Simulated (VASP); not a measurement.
# Si (Fd-3m) in VASP: a series of runs, part 2 of 2

VASP 6.6.1.

### 4 Single point, PBE (volume scaled by 1.06)

File INCAR:

```
ALGO = Normal
EDIFF = 1E-6
ENCUT = 520
GGA = PE
ISIF = 2
ISMEAR = -1
LASPH = T
LCHARG = T
LELF = T
LREAL = F
LVHAR = T
LWAVE = F
NBANDS = 11
NELM = 60
PREC = Accurate
SIGMA = 0.08
```

File KPOINTS:

```
k-points
0
Gamma
  11 11 11
```

File POSCAR:

```
Si
1.0
    0.0000000000      2.7687280309      2.7687280309
    2.7687280309      0.0000000000      2.7687280309
    2.7687280309      2.7687280309      0.0000000000
Si
2
Direct
    0.5000000000      0.5000000000      0.5000000000
    0.7500000000      0.7500000000      0.7500000000
```

Launch:

```console
cat potpaw_PBE.64/Si/POTCAR > POTCAR
mpirun -np 1 vasp_std > vasp.out
```

It took 26 s on 1 thread of Intel Xeon 6975P-C (Granite Rapids), shared host; peak memory 0.16 GiB.

It converged, with:

```yaml
Free_energy: -10.8342 eV
Pressure: -3.1 GPa
Band_gap_on_the_k_mesh: 0.70 eV, indirect (least direct gap 2.48 eV)
```

Levels at points of the mesh, in eV from the valence-band top:
| k point | band 1 | band 2 | band 3 | band 4 | band 5 | band 6 | band 7 | band 8 |
| --- | --- | --- | --- | --- | --- | --- | --- | --- |
| (0.00, 0.00, 0.00) | -11.57 | 0.00 | 0.00 | 0.00 | 2.54 | 2.54 | 2.54 | 2.71 |

 A k mesh can miss the band edges.

### 5 Single point, PBE (volume scaled by 0.94)

File INCAR:

```
PREC     = Accurate       # precision mode
ENCUT    = 520            # plane-wave cutoff, eV
EDIFF    = 1E-6           # SCF threshold, eV
ISMEAR   = -1             # smearing method
SIGMA    = 0.08           # smearing width, eV
LREAL    = F              # projectors in reciprocal space
LASPH    = T              # aspherical terms in the spheres
NELM     = 80             # most SCF steps
ALGO     = Normal         # electronic algorithm
ISIF     = 2              # what is computed and relaxed
LWAVE    = F              # write WAVECAR
LCHARG   = F              # write CHGCAR
GGA      = PE             # functional
NBANDS   = 11             # bands
```

File KPOINTS:

```
Automatic mesh
0
Gamma
  11 11 11
```

File POSCAR:

```
Si
1.0
    0.0000000000      2.6600366906      2.6600366906
    2.6600366906      0.0000000000      2.6600366906
    2.6600366906      2.6600366906      0.0000000000
Si
2
Direct
    0.5000000000      0.5000000000      0.5000000000
    0.7500000000      0.7500000000      0.7500000000
```

Potentials or basis: VASP PAW PBE potentials, release 64 (Si).

Launch:

```console
cat potpaw_PBE.64/Si/POTCAR > POTCAR
mpirun -np 1 vasp_std > vasp.out
```

OUTCAR:

```text
PREC = Accurate
   ENCUT = 520
   EDIFF = 1E-6
   ISMEAR = -1
   LREAL = F
   LASPH = T
   NELM = 80
   ISIF = 2
   GGA = PE

 ion  position               nearest neighbor table
   1  0.500  0.500  0.500-   2 2.30   2 2.30   2 2.30   2 2.30
   2  0.750  0.750  0.750-   1 2.30   1 2.30   1 2.30   1 2.30

  LATTYP: Found a face centered cubic cell.
 ALAT       =     5.3200733812

  Lattice vectors:

[... 511 lines left out ...]
      2       2.3298      2.00000
      3       3.6077      2.00000
      4       5.7547      1.99998
      5       9.6123      0.00000
      6      10.2928      0.00000
      7      10.6317      0.00000
      8      12.4076      0.00000
      9      12.4992      0.00000
     10      16.9570      0.00000
     11      17.4854      0.00000

 [... further k-points ...]
[... 5 lines left out ...]
  --------------------------------------------------------------------------------------
  -------------------------------------------------------------------------------------
  Total        2.0581409      2.0581409      2.0581409      0.0000000      0.0000000      0.0000000
  in kB       87.5977225     87.5977225     87.5977225      0.0000000      0.0000000      0.0000000
  external PRESSURE =      87.5977225 kB  Pullay stress =       0.0000000 kB

 VOLUME and BASIS-vectors are now :
 -----------------------------------------------------------------------------
  energy-cutoff  :      520.00
  volume of cell :       37.64
      direct lattice vectors                 reciprocal lattice vectors
     0.000000000  2.660036691  2.660036691    -0.187967332  0.187967332  0.187967332
     2.660036691  0.000000000  2.660036691     0.187967332 -0.187967332  0.187967332
     2.660036691  2.660036691  0.000000000     0.187967332  0.187967332 -0.187967332

 POSITION                                       TOTAL-FORCE (eV/Angst)
 -----------------------------------------------------------------------------------
      2.66004      2.66004      2.66004         0.000000      0.000000      0.000000
      3.99006      3.99006      3.99006        -0.000000     -0.000000     -0.000000
 -----------------------------------------------------------------------------------
    total drift:                                0.000000      0.000000     -0.000000

  FREE ENERGIE OF THE ION-ELECTRON SYSTEM (eV)
  ---------------------------------------------------
  free  energy   TOTEN  =       -10.7670788196 eV

  energy  without entropy=      -10.7665462099  energy(sigma->0) =      -10.76681251
```

stdout:

```text
POSCAR found type information on POSCAR Si
 POSCAR found :  1 types and       2 ions
 scaLAPACK will be used
 LDA part: xc-table for (Slater+PW92), standard interpolation
 POSCAR, INCAR and KPOINTS ok, starting setup
 FFT: planning ... GRIDC
 FFT: planning ... GRID_SOFT
 FFT: planning ... GRID
 WAVECAR not read
 entering main loop
```

Run time: 25 s. Hardware: 1 thread of Intel Xeon 8259CL, shared host; peak memory 0.16 GiB.

What came out:

```
Free energy            : -10.7671 eV
Pressure               : 8.8 GPa
Band gap on the k mesh : 0.47 eV, indirect (least direct gap 2.59 eV)
```

Levels at points of the mesh, in eV from the valence-band top:
```csv
k point,band 2,band 3,band 4,band 5,band 6,band 7
"(0.00, 0.00, 0.00)",0.00,0.00,0.00,2.59,2.59,2.59
```

 A k mesh can miss the band edges.

### 6 Single point, PBE (volume scaled by 0.96)

File INCAR:

```
PREC = Accurate
ENCUT = 520
EDIFF = 1E-6
ISMEAR = -1
SIGMA = 0.08
LREAL = False
LASPH = True
NELM = 60
ALGO = Normal
ISIF = 2
LWAVE = False
LCHARG = True
GGA = PE
LELF = True
LVHAR = True
NBANDS = 11
```

KPOINTS is that of step 5.

File POSCAR:

```
Si
1.0
    0.0000000000      2.6787699606      2.6787699606
    2.6787699606      0.0000000000      2.6787699606
    2.6787699606      2.6787699606      0.0000000000
Si
2
Direct
    0.5000000000      0.5000000000      0.5000000000
    0.7500000000      0.7500000000      0.7500000000
```

Potentials or basis: VASP PAW PBE potentials, release 64 (Si).

Launch:

```console
cat potpaw_PBE.64/Si/POTCAR > POTCAR
mpirun -np 1 vasp_std > vasp.out
```

OUTCAR:

```text
PREC = Accurate
   ENCUT = 520
   EDIFF = 1E-6
   ISMEAR = -1
   LREAL = False
   LASPH = True
   NELM = 60
   ISIF = 2
   GGA = PE

 ion  position               nearest neighbor table
   1  0.500  0.500  0.500-   2 2.32   2 2.32   2 2.32   2 2.32
   2  0.750  0.750  0.750-   1 2.32   1 2.32   1 2.32   1 2.32

  LATTYP: Found a face centered cubic cell.
 ALAT       =     5.3575399212

  Lattice vectors:

 A1 = (   0.0000000000,   2.6787699606,   2.6787699606)
 A2 = (   2.6787699606,   0.0000000000,   2.6787699606)
 A3 = (   2.6787699606,   2.6787699606,   0.0000000000)

Analysis of symmetry for initial positions (statically):
=====================================================================
 Subroutine PRICEL returns:
 Original cell was already a primitive cell.

 Routine SETGRP: Setting up the symmetry group for a
 face centered cubic supercell.

 Subroutine GETGRP returns: Found 48 space group operations
 (whereof 24 operations were pure point group operations)
 out of a pool of 48 trial point group operations.

The static configuration has the point symmetry T_d .
[... 165 lines left out ...]
 cond. band min:       6.7608360674   @ k =   0.4545   0.4545   0.0000
 fundamental gap:      0.5160299114
 Fermi energy:         6.4830181682

 k-point     1 :       0.0000    0.0000    0.0000
  band No.  band energies     occupation
      1      -5.9975      2.00000
      2       6.2448      1.90311
      3       6.2448      1.90311
      4       6.2448      1.90311
      5       8.8263      0.00000
      6       8.8263      0.00000
      7       8.8263      0.00000
      8      10.0948      0.00000
      9      13.9843      0.00000
     10      13.9843      0.00000
     11      14.3685      0.00000
[... 309 lines left out ...]
 k-point    24 :      -0.1818    0.1818    0.0000
  band No.  band energies     occupation
      1      -4.8325      2.00000
      2       2.1325      2.00000
      3       3.4458      2.00000
      4       5.5410      1.99998
      5       9.3412      0.00000
      6      10.0444      0.00000
      7      10.3699      0.00000
      8      12.0987      0.00000
      9      12.2965      0.00000
     10      16.5649      0.00000
     11      17.1388      0.00000

 [... further k-points ...]
[... 5 lines left out ...]
  --------------------------------------------------------------------------------------
  -------------------------------------------------------------------------------------
  Total        1.4985164      1.4985164      1.4985164      0.0000000     -0.0000000      0.0000000
  in kB       62.4504859     62.4504859     62.4504859      0.0000000     -0.0000000      0.0000000
  external PRESSURE =      62.4504859 kB  Pullay stress =       0.0000000 kB

 VOLUME and BASIS-vectors are now :
 -----------------------------------------------------------------------------
  energy-cutoff  :      520.00
  volume of cell :       38.44
      direct lattice vectors                 reciprocal lattice vectors
     0.000000000  2.678769961  2.678769961    -0.186652832  0.186652832  0.186652832
     2.678769961  0.000000000  2.678769961     0.186652832 -0.186652832  0.186652832
     2.678769961  2.678769961  0.000000000     0.186652832  0.186652832 -0.186652832

 POSITION                                       TOTAL-FORCE (eV/Angst)
 -----------------------------------------------------------------------------------
      2.67877      2.67877      2.67877         0.000000      0.000000      0.000000
      4.01815      4.01815      4.01815        -0.000000     -0.000000     -0.000000
 -----------------------------------------------------------------------------------
    total drift:                                0.000000      0.000000     -0.000000

  FREE ENERGIE OF THE ION-ELECTRON SYSTEM (eV)
  ---------------------------------------------------
  free  energy   TOTEN  =       -10.8044966488 eV

  energy  without entropy=      -10.8040587107  energy(sigma->0) =      -10.80427768
```

OSZICAR:

```text
N       E                     dE             d eps       ncg     rms          rms(c)
DAV:   1     0.927445146597E+01    0.92745E+01   -0.32856E+03  1232   0.592E+02
DAV:   2    -0.104177319126E+02   -0.19692E+02   -0.18872E+02  1704   0.891E+01
DAV:   3    -0.110047394889E+02   -0.58701E+00   -0.58504E+00  1565   0.134E+01
DAV:   4    -0.110094394431E+02   -0.47000E-02   -0.46994E-02  1495   0.154E+00
DAV:   5    -0.110094836615E+02   -0.44218E-04   -0.44217E-04  1551   0.135E-01    0.515E+00
DAV:   6    -0.108664181273E+02    0.14307E+00   -0.84564E-02  1388   0.119E+00    0.315E+00
DAV:   7    -0.108030819632E+02    0.63336E-01   -0.15691E-01  1391   0.174E+00    0.225E-01
DAV:   8    -0.108042845073E+02   -0.12025E-02   -0.66090E-03  1428   0.443E-01    0.849E-02
DAV:   9    -0.108044700063E+02   -0.18550E-03   -0.17324E-04  1497   0.833E-02    0.630E-02
DAV:  10    -0.108044964168E+02   -0.26410E-04   -0.23965E-05  1443   0.280E-02    0.769E-03
DAV:  11    -0.108044966488E+02   -0.23200E-06   -0.19733E-06  1523   0.735E-03
   1 F= -.10804497E+02 E0= -.10804278E+02  d E =-.437938E-03
```

stdout:

```text
POSCAR found type information on POSCAR Si
 POSCAR found :  1 types and       2 ions
 scaLAPACK will be used
 LDA part: xc-table for (Slater+PW92), standard interpolation
 POSCAR, INCAR and KPOINTS ok, starting setup
 FFT: planning ... GRIDC
 FFT: planning ... GRID_SOFT
 FFT: planning ... GRID
 WAVECAR not read
 entering main loop
```

Wall time 26 s (1 thread of Intel Xeon 8259CL, shared host); peak memory 0.16 GiB.

What came out:

```yaml
Free_energy: -10.8045 eV
Pressure: 6.2 GPa
Band_gap_on_the_k_mesh: 0.52 eV, indirect (least direct gap 2.58 eV)
```

 A k mesh can miss the band edges.

### 7 The runs side by side

```tsv
cell	gap on the mesh (eV)	pressure (GPa)
a = 3.801 Å, angles 60.0°, 2 atoms	0.54	5.1
a = 3.878 Å, angles 60.0°, 2 atoms	0.65	-0.8
a = 3.916 Å, angles 60.0°, 2 atoms	0.70	-3.1
a = 3.762 Å, angles 60.0°, 2 atoms	0.47	8.8
a = 3.788 Å, angles 60.0°, 2 atoms	0.52	6.2
```

Alike in all rows: task single point; level PBE; potentials or basis VASP PAW PBE potentials, release 64 (Si); no spin polarisation; k mesh 11 × 11 × 11; cutoff (eV) 520; smearing fermi-dirac 0.08 eV.

Total energies depend on the potentials used, so only differences within one code and one set of settings carry meaning.
